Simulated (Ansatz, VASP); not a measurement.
## One calculation of Si, two programs

```
Si
1.0
     3.84720    0.00000    0.00000
    -1.92360    3.33177    0.00000
     0.00000    0.00000   18.44470
Si
4
Direct
  0.33333 0.66667 0.26958
  0.66667 0.33333 0.24397
  0.66667 0.33333 0.58254
  0.00000 0.00000 0.55693
```

Alike in both runs: task single point; functional PBE; dispersion D3(BJ); k mesh 9 × 9 × 1; occupations gaussian, width 0.1 eV; no spin polarisation.

|  | VASP | Ansatz |
| --- | --- | --- |
| version | VASP 6.6.1 | Ansatz 0.2.0 |
| potentials or method | VASP PAW PBE potentials, release 64 (Si), cutoff 520 eV | scalar-relativistic, plane waves, PAW |
| valence electrons in the cell | 16 | 16 |

|  | VASP | Ansatz | Ansatz less VASP |
| --- | --- | --- | --- |
| gap on the k mesh at the Fermi level (eV) | none | none | - |
| rms of the force components (eV/Å) | 0.017 | 0.018 | +0.0009 |

Atom by atom the forces differ by 0.004 eV/Å (rms over components). A gap of «none» marks a metal or a gap that the smearing closes. Ansatz's warnings: xc potential rough in thin density.
